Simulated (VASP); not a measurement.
# C (P6_3/mmc) in VASP: relaxation of shape and atoms at fixed volume with PBE

Aim: the relaxation of shape and atoms at fixed volume of C with PBE.

All numbers are computed with VASP 6.6.1; they aren't measurements. Logs are shortened: lines on timing, memory, paths and dates and some standing lists are left out, and cuts for length are marked.

## (1) The cell of the first run

Symmetry: P6_3/mmc, No. 194, hexagonal system. Conventional cell: a = 2.466 Å, b = 2.466 Å, c = 8.143 Å, α = 90.00°, β = 90.00°, γ = 120.00°. Within 1.9 Å of C (site symmetry -6m2) lie 3 C at 1.42 Å. Within 1.9 Å of C (site symmetry -6m2) lie 3 C at 1.42 Å.

## (2) Relaxation of shape and atoms at fixed volume, PBE, non-collinear spin, zero start, spin-orbit coupling

INCAR

```
SYSTEM = C
PREC = Accurate ; ENCUT = 600
EDIFF = 1E-6 ; ISMEAR = 0
SIGMA = 0.05 ; LREAL = .FALSE.
LASPH = .TRUE. ; NELM = 150
ALGO = Normal ; ISIF = 4
LWAVE = .FALSE. ; LCHARG = .FALSE.
MAGMOM = 0 0 0 0 0 0 0 0 0 0 0 0 ; LORBIT = 11
LSORBIT = .TRUE. ; GGA_COMPAT = .FALSE.
LORBMOM = .TRUE. ; GGA = PE
IBRION = 2 ; NSW = 60
EDIFFG = -0.02
```

KPOINTS

```
Automatic mesh
0
G
  10 10 4
  0 0 0
```

POSCAR

```
C
1.0
    2.4662605908      0.0000000000      0.0000000000
   -1.2331302954      2.1358443240      0.0000000000
    0.0000000000      0.0000000000      8.1426130408
C
4
Direct
    0.0000000000      0.0000000000      0.2500000000
    0.0000000000      0.0000000000      0.7500000000
    0.3333333333      0.6666666667      0.2500000000
    0.6666666667      0.3333333333      0.7500000000
```

Potentials or basis: VASP PAW PBE potentials, release 64 (C).

On the command line:

```sh
> cat potpaw_PBE.64/C/POTCAR > POTCAR
> mpirun -np 1 vasp_ncl > vasp.out
```

OUTCAR:

```text
SYSTEM = C
   PREC = Accurate
   ENCUT = 600
   EDIFF = 1E-6
   ISMEAR = 0
   LREAL = .FALSE.
   LASPH = .TRUE.
   NELM = 150
   ISIF = 4
   LORBIT = 11
   LSORBIT = .TRUE.
   GGA = PE
   IBRION = 2
   NSW = 60
   EDIFFG = -0.02

 ion  position               nearest neighbor table
   1  0.000  0.000  0.250-   3 1.42   3 1.42   3 1.42
   2  0.000  0.000  0.750-   4 1.42   4 1.42   4 1.42
   3  0.333  0.667  0.250-   1 1.42   1 1.42   1 1.42
   4  0.667  0.333  0.750-   2 1.42   2 1.42   2 1.42

  LATTYP: Found a hexagonal cell.
 ALAT       =     2.4662605908
 C/A-ratio  =     3.3016028684

  Lattice vectors:

 A1 = (   2.4662605908,   0.0000000000,   0.0000000000)
 A2 = (  -1.2331302954,   2.1358443240,   0.0000000000)
 A3 = (   0.0000000000,   0.0000000000,   8.1426130408)

Analysis of symmetry for initial positions (statically):
=====================================================================
 Subroutine PRICEL returns:
 Original cell was already a primitive cell.

 Routine SETGRP: Setting up the symmetry group for a
 hexagonal supercell.

 Subroutine GETGRP returns: Found 24 space group operations
 (whereof 12 operations were pure point group operations)
 out of a pool of 24 trial point group operations.

The static configuration has the point symmetry D_3d.
 The point group associated with its full space group is D_6h.

Analysis of symmetry for dynamics (positions and initial velocities):
=====================================================================
 Subroutine PRICEL returns:
 Original cell was already a primitive cell.

 Routine SETGRP: Setting up the symmetry group for a
 hexagonal supercell.

 Subroutine GETGRP returns: Found 24 space group operations
 (whereof 12 operations were pure point group operations)
 out of a pool of 24 trial point group operations.

The dynamic configuration has the point symmetry D_3d.
 The point group associated with its full space group is D_6h.

Analysis of structural, dynamic, and magnetic symmetry:
=====================================================================
 Subroutine PRICEL returns:
 Original cell was already a primitive cell.

 Routine SETGRP: Setting up the symmetry group for a
 hexagonal supercell.

 Subroutine GETGRP returns: Found 24 space group operations
 (whereof 12 operations were pure point group operations)
[... 840 lines left out ...]
      0.00000      0.00000      2.03565        -0.000000      0.000000     -0.000000
      0.00000      0.00000      6.10696         0.000000     -0.000000     -0.000000
     -0.00000      1.42390      2.03565        -0.000000      0.000000      0.000000
      1.23313      0.71195      6.10696         0.000000      0.000000      0.000000
 -----------------------------------------------------------------------------------
    total drift:                                0.000000     -0.000000      0.000000

  FREE ENERGIE OF THE ION-ELECTRON SYSTEM (eV)
  ---------------------------------------------------
  free  energy   TOTEN  =       -36.9234868451 eV

  energy  without entropy=      -36.9234868451  energy(sigma->0) =      -36.92348685

 reached required accuracy - stopping structural energy minimisation

 orbital moment (x)

 # of ion     p       tot
 --------------------------------
  1        -0.000  -0.000
  2        -0.000  -0.000
  3         0.000   0.000
  4        -0.000  -0.000
 --------------------------------
           -0.000  -0.000

 orbital moment (y)

 # of ion     p       tot
 --------------------------------
  1        -0.000  -0.000
  2         0.000   0.000
  3         0.000   0.000
  4         0.000   0.000
 --------------------------------
            0.000   0.000

 orbital moment (z)

 # of ion     p       tot
 --------------------------------
  1         0.000   0.000
  2         0.000   0.000
  3         0.000   0.000
  4         0.000   0.000
 --------------------------------
            0.000   0.000

 Spin-Orbit-Coupling matrix elements

 Ion:    1  E_soc:     -0.0000147
 l=   1
     0.0000000    -0.0000026    -0.0000022
    -0.0000026     0.0000000    -0.0000026
    -0.0000022    -0.0000026     0.0000000
 l=   2
     0.0000000     0.0000000     0.0000000     0.0000000     0.0000000
     0.0000000     0.0000000     0.0000000     0.0000000     0.0000000
     0.0000000     0.0000000     0.0000000     0.0000000     0.0000000
     0.0000000     0.0000000     0.0000000     0.0000000     0.0000000
     0.0000000     0.0000000     0.0000000     0.0000000     0.0000000
 l=   3
     0.0000000     0.0000000     0.0000000     0.0000000     0.0000000     0.0000000     0.0000000
     0.0000000     0.0000000     0.0000000     0.0000000     0.0000000     0.0000000     0.0000000
     0.0000000     0.0000000     0.0000000     0.0000000     0.0000000     0.0000000     0.0000000
     0.0000000     0.0000000     0.0000000     0.0000000     0.0000000     0.0000000     0.0000000
[... 49 lines left out ...]
 l=   2
     0.0000000     0.0000000     0.0000000     0.0000000     0.0000000
     0.0000000     0.0000000     0.0000000     0.0000000     0.0000000
     0.0000000     0.0000000     0.0000000     0.0000000     0.0000000
     0.0000000     0.0000000     0.0000000     0.0000000     0.0000000
     0.0000000     0.0000000     0.0000000     0.0000000     0.0000000
 l=   3
     0.0000000     0.0000000     0.0000000     0.0000000     0.0000000     0.0000000     0.0000000
     0.0000000     0.0000000     0.0000000     0.0000000     0.0000000     0.0000000     0.0000000
     0.0000000     0.0000000     0.0000000     0.0000000     0.0000000     0.0000000     0.0000000
     0.0000000     0.0000000     0.0000000     0.0000000     0.0000000     0.0000000     0.0000000
     0.0000000     0.0000000     0.0000000     0.0000000     0.0000000     0.0000000     0.0000000
     0.0000000     0.0000000     0.0000000     0.0000000     0.0000000     0.0000000     0.0000000
     0.0000000     0.0000000     0.0000000     0.0000000     0.0000000     0.0000000     0.0000000

 total charge

# of ion       s       p       d       tot
------------------------------------------
    1        0.861   1.787   0.000   2.648
    2        0.861   1.787   0.000   2.648
    3        0.861   1.787   0.000   2.648
    4        0.861   1.787   0.000   2.648
--------------------------------------------------
tot          3.445   7.148   0.000  10.593

 magnetization (x)

# of ion       s       p       d       tot
------------------------------------------
    1        0.000   0.000   0.000   0.000
    2        0.000  -0.000   0.000  -0.000
    3        0.000   0.000   0.000   0.000
    4        0.000  -0.000   0.000  -0.000
--------------------------------------------------
tot          0.000  -0.000   0.000  -0.000

 magnetization (y)

# of ion       s       p       d       tot
------------------------------------------
    1        0.000   0.000   0.000   0.000
    2       -0.000  -0.000   0.000  -0.000
    3       -0.000  -0.000   0.000  -0.000
    4        0.000   0.000   0.000   0.000
--------------------------------------------------
tot          0.000   0.000   0.000   0.000

 magnetization (z)

# of ion       s       p       d       tot
------------------------------------------
    1        0.000   0.000   0.000   0.000
    2        0.000   0.000   0.000   0.000
    3        0.000   0.000   0.000   0.000
    4        0.000   0.000   0.000   0.000
--------------------------------------------------
tot          0.000   0.000   0.000   0.000
```

CONTCAR:

```text
C
   1.00000000000000
     2.4662605908000002    0.0000000000000000    0.0000000000000000
    -1.2331302954000001    2.1358443239999998    0.0000000000000000
     0.0000000000000000    0.0000000000000000    8.1426130408000006
  C
     4
Direct
     0.0000000000000000    0.0000000000000000    0.2500000000000000
     0.0000000000000000    0.0000000000000000    0.7500000000000000
     0.3333333332999970    0.6666666667000030    0.2500000000000000
     0.6666666667000030    0.3333333332999970    0.7500000000000000

  0.00000000E+00  0.00000000E+00  0.00000000E+00
  0.00000000E+00  0.00000000E+00  0.00000000E+00
  0.00000000E+00  0.00000000E+00  0.00000000E+00
  0.00000000E+00  0.00000000E+00  0.00000000E+00
```

Wall time 57 s (1 thread of Intel Xeon 6975P-C (Granite Rapids), shared host); peak memory 0.3 GiB.

Results:

- Free energy: -36.9235 eV
- Pressure after relaxing: 0.1 GPa
- Net moment: 0.00 μB per cell
- Valence electrons inside the program's atomic spheres: C 2.65

Stress tensor (GPa, compression positive):
```
 0.16  0.00  0.00
 0.00  0.16  0.00
 0.00  0.00 -0.03
```

Final structure:
```yaml
crystal:
  lattice:
    - [2.46626, 0.00000, 0.00000]
    - [-1.23313, 2.13584, 0.00000]
    - [0.00000, 0.00000, 8.14261]
  atoms:
    - { symbol: C, position: [0.00000, 0.00000, 0.25000] }
    - { symbol: C, position: [0.00000, 0.00000, 0.75000] }
    - { symbol: C, position: [0.33333, 0.66667, 0.25000] }
    - { symbol: C, position: [0.66667, 0.33333, 0.75000] }
```

Moments on the atoms (μB; x, y, z):
```
C   0.00 0.00 0.00
C   0.00 0.00 0.00
C   0.00 0.00 0.00
C   0.00 0.00 0.00
```

Caveat: the relaxation stopped at its first step, so nothing moved; this functional lacks dispersion, which binds the layers, so the pressure and a relaxed spacing across them are unreliable.
